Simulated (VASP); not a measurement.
# RbW (P-6m2) in VASP: a series of runs, part 2 of 2

VASP 6.6.1. Earlier steps stand in the parts before.

## Step 4: Single point, PBE0

POSCAR

```
RbW
1.0
    3.5466225900      0.0000000000      0.0000000000
   -1.7733112900      3.0714652600      0.0000000000
    0.0000000000      0.0000000000      5.4941446400
Rb W
1 1
Direct
    0.0000000000      0.0000000000      0.5000000000
    0.6666666700      0.3333333300      0.0000000000
```

INCAR.step1

```
PREC = Accurate
ENCUT = 520
EDIFF = 1E-5
ISMEAR = 0
SIGMA = 0.05
LREAL = F
LASPH = T
NELM = 60
ALGO = Normal
ISIF = 2
LWAVE = T
LCHARG = F
GGA = PE
NBANDS = 18
```

INCAR.step2

```
PREC = Accurate
ENCUT = 520
EDIFF = 1E-6
ISMEAR = 0
SIGMA = 0.05
LREAL = F
LASPH = T
NELM = 60
ALGO = Normal
ISIF = 2
LWAVE = F
LCHARG = F
GGA = PE
LHFCALC = T
AEXX = 0.25
PRECFOCK = Normal
ISTART = 1
NBANDS = 18
```

KPOINTS

```
regular mesh
0
Gamma
  5 5 3
```

Potentials or basis: VASP PAW PBE potentials, release 64 (Rb_sv, W_sv).

Run with:

```sh
$ cat potpaw_PBE.64/Rb_sv/POTCAR potpaw_PBE.64/W_sv/POTCAR > POTCAR
$ cp INCAR.step1 INCAR
$ mpirun -np 1 vasp_std > vasp.out
$ cp INCAR.step2 INCAR
$ mpirun -np 1 vasp_std > vasp.out
```

OUTCAR:

```text
PREC = Accurate
   ENCUT = 520
   EDIFF = 1E-6
   ISMEAR = 0
   LREAL = F
   LASPH = T
   NELM = 60
   ISIF = 2
   GGA = PE
   LHFCALC = T
   AEXX = 0.25
   PRECFOCK = Normal
   ISTART = 1

 ion  position               nearest neighbor table
   1  0.000  0.000  0.500-   2 3.43   2 3.43   2 3.43   2 3.43   2 3.43   2 3.43
   2  0.667  0.333  0.000-   1 3.43   1 3.43   1 3.43   1 3.43   1 3.43   1 3.43

  LATTYP: Found a hexagonal cell.
 ALAT       =     3.5466225900
 C/A-ratio  =     1.5491201842

  Lattice vectors:

 A1 = (   3.5466225900,   0.0000000000,   0.0000000000)
 A2 = (  -1.7733112900,   3.0714652600,   0.0000000000)
 A3 = (   0.0000000000,   0.0000000000,   5.4941446400)

Analysis of symmetry for initial positions (statically):
=====================================================================
 Subroutine PRICEL returns:
 Original cell was already a primitive cell.

 Routine SETGRP: Setting up the symmetry group for a
 hexagonal supercell.

[... 154 lines left out ...]
  ext. energy  EPLUGINS =         0.00000000
  ---------------------------------------------------
  free energy    TOTEN  =       -10.76124522 eV

  energy without entropy =      -10.76037795  energy(sigma->0) =      -10.76081158

 E-fermi :   3.4430     XC(G=0):  -7.6040

 val. band max:        3.0999077746   @ k =   0.0000   0.0000   0.3333
 cond. band min:       3.4918906421   @ k =   0.4000   0.0000   0.0000
 fundamental gap:      0.3919828675
 Fermi energy:         3.4429944158

 k-point     1 :       0.0000    0.0000    0.0000
  band No.  band energies     occupation
      1     -75.4140      2.00000
      2     -38.0063      2.00000
      3     -38.0063      2.00000
      4     -37.9923      2.00000
      5     -26.9304      2.00000
      6      -9.9583      2.00000
[... 187 lines left out ...]
      5     -26.6809      2.00000
      6     -10.5874      2.00000
[... 10 lines left out ...]
     17       9.3074      0.00000
     18       9.9142      0.00000

------------------------ aborting loop because EDIFF is reached ----------------------------------------

  FORCE on cell =-STRESS in cart. coord.  units (eV):
  Direction    XX          YY          ZZ          XY          YZ          ZX
  --------------------------------------------------------------------------------------
  -------------------------------------------------------------------------------------
  Total       -6.6148652     -6.6148652      3.2261190     -0.0000000     -0.0000000      0.0000000
  in kB     -177.0805694   -177.0805693     86.3635115     -0.0000003     -0.0000000      0.0000000
  external PRESSURE =     -89.2658758 kB  Pullay stress =       0.0000000 kB

 VOLUME and BASIS-vectors are now :
 -----------------------------------------------------------------------------
  energy-cutoff  :      520.00
  volume of cell :       59.85
      direct lattice vectors                 reciprocal lattice vectors
     3.546622590  0.000000000  0.000000000     0.281958391  0.162788753  0.000000000
    -1.773311290  3.071465260  0.000000000     0.000000000  0.325577506  0.000000000
     0.000000000  0.000000000  5.494144640     0.000000000  0.000000000  0.182011954

 POSITION                                       TOTAL-FORCE (eV/Angst)
 -----------------------------------------------------------------------------------
      0.00000      0.00000      2.74707         0.000000      0.000000      0.000000
      1.77331      1.02382      0.00000        -0.000000     -0.000000      0.000000
 -----------------------------------------------------------------------------------
    total drift:                               -0.000022      0.000012      0.000000

  FREE ENERGIE OF THE ION-ELECTRON SYSTEM (eV)
  ---------------------------------------------------
  free  energy   TOTEN  =       -10.7612452175 eV

  energy  without entropy=      -10.7603779493  energy(sigma->0) =      -10.76081158
```

OUTCAR.step1:

```text
PREC = Accurate
   ENCUT = 520
   EDIFF = 1E-5
   ISMEAR = 0
   LREAL = F
   LASPH = T
[... 415 lines left out ...]
 -----------------------------------------------------------------------------------
      0.00000      0.00000      2.74707         0.000000      0.000000      0.000000
      1.77331      1.02382      0.00000        -0.000000     -0.000000      0.000000
 -----------------------------------------------------------------------------------
    total drift:                               -0.000022      0.000013     -0.000000

  FREE ENERGIE OF THE ION-ELECTRON SYSTEM (eV)
  ---------------------------------------------------
  free  energy   TOTEN  =        -8.1561581990 eV

  energy  without entropy=       -8.1525173940  energy(sigma->0) =       -8.15433780
```

OSZICAR.step1:

```text
N       E                     dE             d eps       ncg     rms          rms(c)
DAV:   1     0.163923583173E+03    0.16392E+03   -0.12925E+04   392   0.119E+03
DAV:   2    -0.105086456911E+01   -0.16497E+03   -0.16223E+03   410   0.324E+02
DAV:   3    -0.862827562291E+01   -0.75774E+01   -0.73343E+01   520   0.610E+01
DAV:   4    -0.892552080943E+01   -0.29725E+00   -0.29669E+00   460   0.806E+00
DAV:   5    -0.893343551620E+01   -0.79147E-02   -0.79142E-02   480   0.113E+00    0.930E+00
DAV:   6    -0.821348078975E+01    0.71995E+00   -0.41225E+00   384   0.958E+00    0.260E+00
DAV:   7    -0.817141752425E+01    0.42063E-01   -0.98676E-02   398   0.176E+00    0.181E+00
DAV:   8    -0.815647126155E+01    0.14946E-01   -0.71234E-02   388   0.146E+00    0.392E-01
DAV:   9    -0.815634726813E+01    0.12399E-03   -0.10872E-02   402   0.537E-01    0.847E-02
DAV:  10    -0.815614209653E+01    0.20517E-03   -0.12539E-03   400   0.170E-01    0.243E-02
DAV:  11    -0.815615693985E+01   -0.14843E-04   -0.72359E-05   404   0.409E-02    0.108E-02
DAV:  12    -0.815615819903E+01   -0.12592E-05   -0.57149E-06   268   0.172E-02
   1 F= -.81561582E+01 E0= -.81543378E+01  d E =-.364081E-02
```

Run time: 12 min. Hardware: 1 thread of Intel Xeon Platinum 8488C (Sapphire Rapids), shared host; peak memory 0.19 GiB.

Results:

- Free energy: -10.7612 eV
- Pressure: -8.9 GPa
- Band gap on the k mesh: zero (an odd number of electrons rules out a gap without spin polarisation)

Caveat: the k points lie up to 0.41 Å⁻¹ apart, too coarse for converged energies and pressures of a metal; the PAW data sets were made with another functional, which shifts forces and pressure a little; spin-orbit coupling is left out, which moves the levels of the heavy elements.

## Step 5: Single point, PBE0

POSCAR is that of step 4.

INCAR.step1

```
SYSTEM = RbW
ALGO     = Normal         ! electronic algorithm
EDIFF    = 1E-5           ! SCF threshold, eV
ENCUT    = 520            ! plane-wave cutoff, eV
GGA      = PE             ! functional
ISIF     = 2              ! what is computed and relaxed
ISMEAR   = 0              ! smearing method
LASPH    = .TRUE.         ! aspherical terms in the spheres
LCHARG   = .FALSE.        ! write CHGCAR
LREAL    = .FALSE.        ! projectors in reciprocal space
LWAVE    = .TRUE.         ! write WAVECAR
NBANDS   = 18             ! bands
NELM     = 60             ! most SCF steps
PREC     = Accurate       ! precision mode
SIGMA    = 0.05           ! smearing width, eV
```

INCAR.step2

```
SYSTEM = RbW
AEXX     = 0.25           ! exact-exchange fraction
ALGO     = Normal         ! electronic algorithm
EDIFF    = 1E-6           ! SCF threshold, eV
ENCUT    = 520            ! plane-wave cutoff, eV
GGA      = PE             ! functional
ISIF     = 2              ! what is computed and relaxed
ISMEAR   = 0              ! smearing method
ISTART   = 1            
LASPH    = .TRUE.         ! aspherical terms in the spheres
LCHARG   = .FALSE.        ! write CHGCAR
LHFCALC  = .TRUE.         ! exact exchange
LREAL    = .FALSE.        ! projectors in reciprocal space
LWAVE    = .FALSE.        ! write WAVECAR
NBANDS   = 18             ! bands
NELM     = 60             ! most SCF steps
PREC     = Accurate       ! precision mode
PRECFOCK = Normal       
SIGMA    = 0.05           ! smearing width, eV
```

KPOINTS

```
k-points
0
G
  5 5 3
  0 0 0
```

Run with:

```sh
$ cat potpaw_PBE.64/Rb_sv/POTCAR potpaw_PBE.64/W_sv/POTCAR > POTCAR
$ cp INCAR.step1 INCAR
$ mpirun -np 1 vasp_std > vasp.out
$ cp INCAR.step2 INCAR
$ mpirun -np 1 vasp_std > vasp.out
```

Wall time 13 min (1 thread of Intel Xeon Platinum 8488C (Sapphire Rapids), shared host); peak memory 0.19 GiB.

Results (log left out):

| Quantity | Value |
| --- | --- |
| Free energy | -10.7612 eV |
| Pressure | -8.9 GPa |
| Band gap on the k mesh | zero (an odd number of electrons rules out a gap without spin polarisation) |

Stress tensor (GPa, compression positive):
```
-17.71   0.00   0.00
  0.00 -17.71   0.00
  0.00   0.00   8.64
```

Levels at points of the mesh, in eV from the Fermi level:
```csv
k point,band 8,band 9,band 10,band 11,band 12,band 13,band 14,band 15
"(0.00, 0.00, 0.00)",-12.56,-6.01,-2.25,0.25,0.25,1.94,1.94,3.48
```

Caveat: the k points lie up to 0.41 Å⁻¹ apart, too coarse for converged energies and pressures of a metal; the PAW data sets were made with another functional, which shifts forces and pressure a little; spin-orbit coupling is left out, which moves the levels of the heavy elements.

## Step 6: The runs side by side

```csv
level,potentials or basis,k mesh,smearing,grid for exact exchange (PRECFOCK),share of exact exchange,gap on the mesh (eV),pressure (GPa)
LDA,"VASP PAW LDA potentials, release 64 (Rb_sv, W_sv)",12 × 12 × 7,fermi-dirac 0.05 eV,-,-,none,-10.3
LDA,"VASP PAW LDA potentials, release 64 (Rb_sv, W_sv)",14 × 14 × 8,fermi-dirac 0.05 eV,-,-,none,-10.3
PBE0,"VASP PAW PBE potentials, release 64 (Rb_sv, W_sv)",5 × 5 × 3,gaussian 0.05 eV,Normal,0.25,none,-8.9
```

Alike in all rows: task single point; no spin polarisation; cell as given; cutoff (eV) 520.

Caveats: some runs use coarse meshes; spin-orbit coupling is left out, which moves the levels of the heavy elements; the stress differs along the axes, from -18 to 5 GPa (at least some runs); the PAW data sets were made with another functional, which shifts forces and pressure a little (at least some runs).

Absolute energies hang on the potentials; compare differences alone.

The gap in the log of VASP goes by the Fermi energy; the results here count the filled bands.